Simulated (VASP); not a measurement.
# Be24Cl in VASP: a series of runs

The runs below take Be24Cl through single point, with PBE.

All numbers are computed with VASP 6.6.1; they aren't measurements. Logs are shortened: lines on timing, memory, paths and dates and some standing lists are left out, and cuts for length are marked.

## 1. The cell of the first run

The cell holds a slab with vacuum, 25 atoms: a = 4.525 Å, b = 7.134 Å, c = 19.869 Å, α = 90.00°, β = 90.00°, γ = 90.00°.

## 2. Single point, PBE

INCAR

```
SYSTEM = Be24Cl
PREC = Accurate
ENCUT = 520
EDIFF = 1E-6
ISMEAR = 0
SIGMA = 0.1
LREAL = Auto
LASPH = .True.
NELM = 80
ALGO = Normal
ISIF = 2
LWAVE = .False.
LCHARG = .False.
LDIPOL = .True.
IDIPOL = 3
DIPOL = 0.5 0.5 0.322
GGA = PE
NBANDS = 46
```

KPOINTS

```
Automatic mesh
0
Gamma
  6 4 1
  0 0 0
```

POSCAR

```
Be24Cl
1.0
    4.5254381414      0.0000000000      0.0000000000
    0.0000000000      7.1336190818      0.0000000000
    0.0000000000      0.0000000000     19.8685529777
Be Cl
24 1
Direct
    0.0000000000      0.3750000000      0.2013231665
    0.0000000000      0.8750000000      0.2013231665
    0.5000000000      0.3750000000      0.2013231665
    0.5000000000      0.8750000000      0.2013231665
    0.2500000000      0.1250000000      0.2341987732
    0.2500000000      0.6250000000      0.2341987732
    0.7500000000      0.1250000000      0.2341987732
    0.7500000000      0.6250000000      0.2341987732
    0.2500000000      0.3750000000      0.2999499865
    0.2500000000      0.8750000000      0.2999499865
    0.7500000000      0.3750000000      0.2999499865
    0.7500000000      0.8750000000      0.2999499865
    0.0000000000      0.1250000000      0.3268353583
    0.0000000000      0.6250000000      0.3268353583
    0.5000000000      0.1250000000      0.3268353583
    0.5000000000      0.6250000000      0.3268353583
    0.0000000000      0.3750000000      0.3993099146
    0.0000000000      0.8750000000      0.3993099146
    0.5000000000      0.3750000000      0.3993099146
    0.5000000000      0.8750000000      0.3993099146
    0.2500000000      0.1250000000      0.4211958962
    0.2500000000      0.6250000000      0.4211958962
    0.7500000000      0.1250000000      0.4211958962
    0.7500000000      0.6250000000      0.4211958962
    0.2500000000      0.1875000000      0.5191838284
```

Potentials or basis: VASP PAW PBE potentials, release 64 (Be, Cl).

Started as:

```
$ cat potpaw_PBE.64/Be/POTCAR potpaw_PBE.64/Cl/POTCAR > POTCAR
$ mpirun -np 1 vasp_std > vasp.out
```

OUTCAR:

```text
SYSTEM = Be24Cl
   PREC = Accurate
   ENCUT = 520
   EDIFF = 1E-6
   ISMEAR = 0
   LREAL = Auto
   LASPH = .True.
   NELM = 80
   ISIF = 2
   GGA = PE

 ion  position               nearest neighbor table
   1  0.000  0.375  0.201-   5 2.21   6 2.21   7 2.21   8 2.21   3 2.26   3 2.26  11 2.26   9 2.26

   2  0.000  0.875  0.201-   5 2.21   6 2.21   7 2.21   8 2.21   4 2.26   4 2.26  12 2.26  10 2.26

   3  0.500  0.375  0.201-   5 2.21   6 2.21   7 2.21   8 2.21   1 2.26   1 2.26  11 2.26   9 2.26
[... 39 lines left out ...]
  23  0.750  0.125  0.421-  17 2.16  18 2.16  19 2.16  20 2.16  13 2.19  15 2.19  21 2.26  21 2.26

  24  0.750  0.625  0.421-  17 2.16  18 2.16  19 2.16  20 2.16  14 2.19  16 2.19  22 2.26  22 2.26

  25  0.250  0.188  0.519-  21 2.00

  LATTYP: Found a simple orthorhombic cell.
 ALAT       =     4.5254381414
 B/A-ratio  =     1.5763377730
 C/A-ratio  =     4.3904153271

  Lattice vectors:

 A1 = (   4.5254381414,   0.0000000000,   0.0000000000)
 A2 = (   0.0000000000,   7.1336190818,   0.0000000000)
 A3 = (   0.0000000000,   0.0000000000,  19.8685529777)

Analysis of symmetry for initial positions (statically):
=====================================================================
 Subroutine PRICEL returns:
 Original cell was already a primitive cell.

 Routine SETGRP: Setting up the symmetry group for a
 simple orthorhombic supercell.

 Subroutine GETGRP returns: Found  2 space group operations
 (whereof  1 operations were pure point group operations)
 out of a pool of  8 trial point group operations.

The static configuration has the point symmetry C_1 .
 The point group associated with its full space group is C_1h.

Analysis of symmetry for dynamics (positions and initial velocities):
=====================================================================
 Subroutine PRICEL returns:
 Original cell was already a primitive cell.

 Routine SETGRP: Setting up the symmetry group for a
 simple orthorhombic supercell.

 Subroutine GETGRP returns: Found  2 space group operations
 (whereof  1 operations were pure point group operations)
 out of a pool of  8 trial point group operations.

The dynamic configuration has the point symmetry C_1 .
 The point group associated with its full space group is C_1h.

 Subroutine INISYM returns: Found  2 space group operations
 (whereof  1 operations are pure point group operations),
 and found     1 'primitive' translations

----------------------------------------------------------------------------------------

                                     Primitive cell

  volume of cell :     641.4116

  direct lattice vectors                    reciprocal lattice vectors
     4.525438141  0.000000000  0.000000000     0.220973079  0.000000000  0.000000000
     0.000000000  7.133619082  0.000000000     0.000000000  0.140181300  0.000000000
     0.000000000  0.000000000 19.868552978     0.000000000  0.000000000  0.050330792

  length of vectors
     4.525438141  7.133619082 19.868552978     0.220973079  0.140181300  0.050330792

  position of ions in fractional coordinates (direct lattice)
     0.000000000  0.375000000  0.201323167
     0.000000000  0.875000000  0.201323167
     0.500000000  0.375000000  0.201323167
     0.500000000  0.875000000  0.201323167
     0.250000000  0.125000000  0.234198773
     0.250000000  0.625000000  0.234198773
[... 17 lines left out ...]
     0.750000000  0.625000000  0.421195896
     0.250000000  0.187500000  0.519183828

  ion indices of the primitive-cell ions
   primitive index   ion index
                 1           1
                 2           2
                 3           3
                 4           4
                 5           5
                 6           6
[... 17 lines left out ...]
                24          24
                25          25

----------------------------------------------------------------------------------------

 KPOINTS: Automatic mesh

Automatic generation of k-mesh.
 Grid dimensions read from file:
 generate k-points for:    6    4    1

 Generating k-lattice:

  Cartesian coordinates                     Fractional coordinates (reciprocal lattice)
     0.036828847  0.000000000  0.000000000     0.166666667  0.000000000  0.000000000
     0.000000000  0.035045325  0.000000000     0.000000000  0.250000000  0.000000000
     0.000000000  0.000000000  0.050330792     0.000000000  0.000000000  1.000000000

  Length of vectors
     0.036828847  0.035045325  0.050330792

  Shift w.r.t. Gamma in fractional coordinates (k-lattice)
     0.000000000  0.000000000  0.000000000

 Subroutine IBZKPT returns following result:
 ===========================================

 Found     12 irreducible k-points:

 Following reciprocal coordinates:
            Coordinates               Weight
  0.000000  0.000000  0.000000      1.000000
  0.166667  0.000000  0.000000      2.000000
  0.333333  0.000000  0.000000      2.000000
  0.500000  0.000000  0.000000      1.000000
  0.000000  0.250000  0.000000      2.000000
  0.166667  0.250000  0.000000      4.000000
  0.333333  0.250000  0.000000      4.000000
  0.500000  0.250000  0.000000      2.000000
  0.000000  0.500000  0.000000      1.000000
  0.166667  0.500000  0.000000      2.000000
  0.333333  0.500000  0.000000      2.000000
  0.500000  0.500000  0.000000      1.000000
   k-points           NKPTS =     12   k-points in BZ     NKDIM =     12   number of bands    NBANDS=     46
   number of dos      NEDOS =    301   number of ions     NIONS =     25
   total plane-waves  NPLWV = 291600
   dimension x,y,z NGX =    36 NGY =   54 NGZ =  150
   dimension x,y,z NGXF=    72 NGYF=  108 NGZF=  300
   ions per type =              24   1
   NGX,Y,Z   is equivalent  to a cutoff of  13.22, 12.58, 12.55 a.u.
   NGXF,Y,Z  is equivalent  to a cutoff of  26.45, 25.17, 25.10 a.u.
 SYSTEM =  Be24Cl
   PREC   = accura    normal or accurate (medium, high low for compatibility)
   ISTART =      0    job   : 0-new  1-cont  2-samecut
   ICHARG =      2    charge: 1-file 2-atom 10-const
   ISPIN  =      1    spin polarized calculation?
   LNONCOLLINEAR =      F non collinear calculations
   LSORBIT =      F    spin-orbit coupling
   LASPH  =      T    aspherical Exc in radial PAW
   ENCUT  =  520.0 eV  38.22 Ry    6.18 a.u.   8.41 13.26 36.94*2*pi/ulx,y,z
   NELM   =     80;   NELMIN=  2; NELMDL= -5     # of ELM steps
   EDIFF  = 0.1E-05   stopping-criterion for ELM
   LREAL  =      T    real-space projection
   EDIFFG = 0.1E-04   stopping-criterion for IOM
   NSW    =      0    number of steps for IOM
   IBRION =     -1    ionic relax: 0-MD 1-quasi-New 2-CG
   NFREE  =      0    steps in history (QN), initial steepest desc. (CG)
   ISIF   =      2    stress and relaxation
   ISYM   =      2    0-nonsym 1-usesym 2-fastsym
   POTIM  = 0.5000    time-step for ionic-motion
   TEBEG  =    0.0;   TEEND  =   0.0 temperature during run
   PSTRESS=    0.0 pullay stress
   NELECT =      55.0000    total number of electrons
   NUPDOWN=      -1.0000    fix difference up-down
   EMIN   =  10.00;   EMAX   =-10.00  energy-range for DOS
   EFERMI =   0.00;   METHOD = LEGACY
   ISMEAR =     0;   SIGMA  =   0.10  broadening in eV -4-tet -1-fermi 0-gaus
   EFERMI_NEDOS =   21; number of points for ismear=-14 and -15
   IALGO  =     38    algorithm
   IMIX   =      4    mixing-type and parameters
     AMIX     =   0.40;   BMIX     =  1.00
     AMIX_MAG =   1.60;   BMIX_MAG =  1.00
  volume/ion in A,a.u.               =      25.66       173.14
  Fermi-wavevector in a.u.,A,eV,Ry     =   0.721911  1.364213  7.090745  0.521155
  Thomas-Fermi vector in A             =   1.811739
   LORBIT       =      0    0 simple, 1 ext, 2 COOP (PROOUT), +10 PAW based schemes
   GGA     = PE    functional components
   LHFCALC =     F    Hartree Fock is set to
   AEXX    =    0.0000 exact exchange contribution
   IVDW    =     0    specifies the selected vdW correction
   LEPSILON=     F    determine dielectric tensor
   LRPA    =     F    only Hartree local field effects (RPA)
 non-spin polarized calculation
 Gauss-broadening in eV      SIGMA  =   0.10
  energy-cutoff  :      520.00
  volume of cell :      641.41
 maximum number of plane-waves:     17327
 NGX is ok and might be reduce to    36
   NGX = 17   NGY = 27   NGZ = 73

 number of electron      55.0000001 magnetization

 dipolmoment           0.000000      0.000000      0.239709 electrons x Angstroem

 Free energy of the ion-electron system (eV)
  ---------------------------------------------------
  ext. energy  EPLUGINS =         0.00000000
  ---------------------------------------------------
  free energy    TOTEN  =       -86.27419661 eV

  energy without entropy =      -86.24613472  energy(sigma->0) =      -86.26016567

 E-fermi :  -1.2983     XC(G=0):  -4.4126

 val. band max:       -1.3094021576   @ k =   0.5000   0.2500   0.0000
 cond. band min:      -1.2838171360   @ k =   0.1667   0.2500   0.0000
 fundamental gap:      0.0255850216
 Fermi energy:        -1.2982861399

 k-point     1 :       0.0000    0.0000    0.0000
  band No.  band energies     occupation
      1     -16.1481      2.00000
      2     -11.5053      2.00000
      3      -9.4354      2.00000
      4      -9.3848      2.00000
      5      -9.3449      2.00000
      6      -7.3499      2.00000
[... 493 lines left out ...]
     38       3.2418      0.00000
     39       3.3383      0.00000
 [bands above 39 left out]

------------------------ aborting loop because EDIFF is reached ----------------------------------------

 vacuum level on the upper side and lower side of the slab       (xc-potential included)         0.627        -0.660

  FORCE on cell =-STRESS in cart. coord.  units (eV):
  Direction    XX          YY          ZZ          XY          YZ          ZX
  --------------------------------------------------------------------------------------
  -------------------------------------------------------------------------------------
  Total        1.0692714     -4.1170404     -0.8097888      0.0000000     -0.7021938      0.0000000
  in kB        2.6709252    -10.2839255     -2.0227656      0.0000000     -1.7540049      0.0000000
  external PRESSURE =      -3.2119220 kB  Pullay stress =       0.0000000 kB

 VOLUME and BASIS-vectors are now :
 -----------------------------------------------------------------------------
  energy-cutoff  :      520.00
  volume of cell :      641.41
      direct lattice vectors                 reciprocal lattice vectors
     4.525438141  0.000000000  0.000000000     0.220973079  0.000000000  0.000000000
     0.000000000  7.133619082  0.000000000     0.000000000  0.140181300  0.000000000
     0.000000000  0.000000000 19.868552978     0.000000000  0.000000000  0.050330792

 POSITION                                       TOTAL-FORCE (eV/Angst)
 -----------------------------------------------------------------------------------
      0.00000      2.67511      4.00000         0.017468      0.021483      0.559825
      0.00000      6.24192      4.00000        -0.024734     -0.060651      0.545173
      2.26272      2.67511      4.00000        -0.017468      0.021483      0.559825
      2.26272      6.24192      4.00000         0.024734     -0.060651      0.545173
      1.13136      0.89170      4.65319         0.000000      0.024318     -0.590619
      1.13136      4.45851      4.65319         0.000000     -0.032584     -0.701673
[... 17 lines left out ...]
      3.39408      4.45851      8.36855         0.000000     -0.059589      0.062814
      1.13136      1.33755     10.31543         0.000000     -0.207281     -0.004571
 -----------------------------------------------------------------------------------
    total drift:                                0.000000      0.000486      0.001741

  FREE ENERGIE OF THE ION-ELECTRON SYSTEM (eV)
  ---------------------------------------------------
  free  energy   TOTEN  =       -86.2741966133 eV

  energy  without entropy=      -86.2461347223  energy(sigma->0) =      -86.26016567

 vacuum level on the upper side and lower side of the slab         4.393         3.061
```

It took 24 min on 1 thread of Oxide Virtual Turin-like, shared host; peak memory 0.67 GiB.

Results:

- Free energy: -86.2742 eV
- Largest force: 0.861 eV/Å
- Band gap on the k mesh: zero (an odd number of electrons rules out a gap without spin polarisation)

Forces in eV/Å, atoms in the order of the input:
```
Be   0.017  0.021  0.560
Be  -0.025 -0.061  0.545
Be  -0.017  0.021  0.560
Be   0.025 -0.061  0.545
Be   0.000  0.024 -0.591
Be   0.000 -0.033 -0.702
Be   0.000  0.026 -0.582
Be   0.000  0.080 -0.796
Be   0.000  0.023  0.142
Be   0.000 -0.087  0.051
Be   0.000  0.121 -0.062
Be   0.000 -0.071  0.021
Be   0.073  0.017  0.345
Be  -0.099  0.046 -0.025
Be  -0.073  0.017  0.345
Be   0.099  0.046 -0.025
Be  -0.260  0.342 -0.292
Be  -0.088 -0.255 -0.298
Be   0.260  0.342 -0.292
Be   0.088 -0.255 -0.298
Be   0.000 -0.116  0.853
Be   0.000  0.139 -0.048
Be   0.000 -0.061 -0.017
Be   0.000 -0.060  0.063
Cl   0.000 -0.207 -0.005
```

Caveat: an odd number of electrons without spin polarisation forces a metal; a magnetic or distorted state may lie lower.

## 3. Single point, PBE

INCAR

```
PREC = Accurate
ENCUT = 520
EDIFF = 1E-7
ISMEAR = 0
SIGMA = 0.1
LREAL = Auto
LASPH = T
NELM = 100
ALGO = Normal
ISIF = 2
LWAVE = F
LCHARG = F
LDIPOL = T
IDIPOL = 3
DIPOL = 0.5 0.5 0.322
GGA = PE
NBANDS = 46
```

KPOINTS

```
Automatic mesh
0
Gamma
  6 4 1
```

Edit POSCAR of step 2 so:

```diff
@@ -32,2 +32,2 @@
     0.7500000000      0.6250000000      0.4211958962
-    0.2500000000      0.1875000000      0.5191838284
+    0.3333333333      0.1250000000      0.5192598584
```

Potentials or basis: VASP PAW PBE potentials, release 64 (Be, Cl).

Started as:

```
$ cat potpaw_PBE.64/Be/POTCAR potpaw_PBE.64/Cl/POTCAR > POTCAR
$ mpirun -np 1 vasp_std > vasp.out
```

Run time: 28 min. Hardware: 1 thread of Oxide Virtual Turin-like, shared host; peak memory 0.67 GiB.

It converged, with:

- Free energy: -86.3868 eV
- Largest force: 0.796 eV/Å
- Band gap on the k mesh: zero (an odd number of electrons rules out a gap without spin polarisation)

Forces on the atoms (eV/Å):
```
Be   0.007 -0.006  0.549
Be   0.007  0.006  0.549
Be  -0.005  0.100  0.568
Be  -0.005 -0.100  0.568
Be  -0.028  0.000 -0.584
Be   0.014  0.000 -0.750
Be   0.026  0.000 -0.580
Be  -0.021  0.000 -0.796
Be  -0.032  0.068  0.086
Be  -0.032 -0.068  0.086
Be   0.030  0.100 -0.008
Be   0.030 -0.100 -0.008
Be   0.090  0.000  0.264
Be  -0.082  0.000  0.023
Be  -0.034  0.000  0.413
Be   0.063  0.000 -0.089
Be  -0.166  0.300 -0.337
Be  -0.166 -0.300 -0.337
Be   0.111  0.389 -0.335
Be   0.111 -0.389 -0.335
Be  -0.009  0.000  0.780
Be   0.004  0.000 -0.042
Be  -0.262  0.000  0.241
Be   0.007  0.000  0.079
Cl   0.344  0.000 -0.003
```

Levels at points of the mesh, in eV from the Fermi level:
```csv
k point,band 26,band 27,band 28,band 29,band 30,band 31
"(0.00, 0.00, 0.00)",-0.81,0.00,0.00,0.45,0.86,1.56
"(0.50, 0.00, 0.00)",-0.33,0.84,0.90,1.43,1.53,1.54
"(0.00, 0.50, 0.00)",-0.92,-0.81,-0.68,0.22,0.42,1.50
"(0.50, 0.50, 0.00)",-0.09,-0.02,0.20,0.55,0.65,0.69
```

Caveat: an odd number of electrons without spin polarisation forces a metal; a magnetic or distorted state may lie lower.

[end of part 1 of 2]
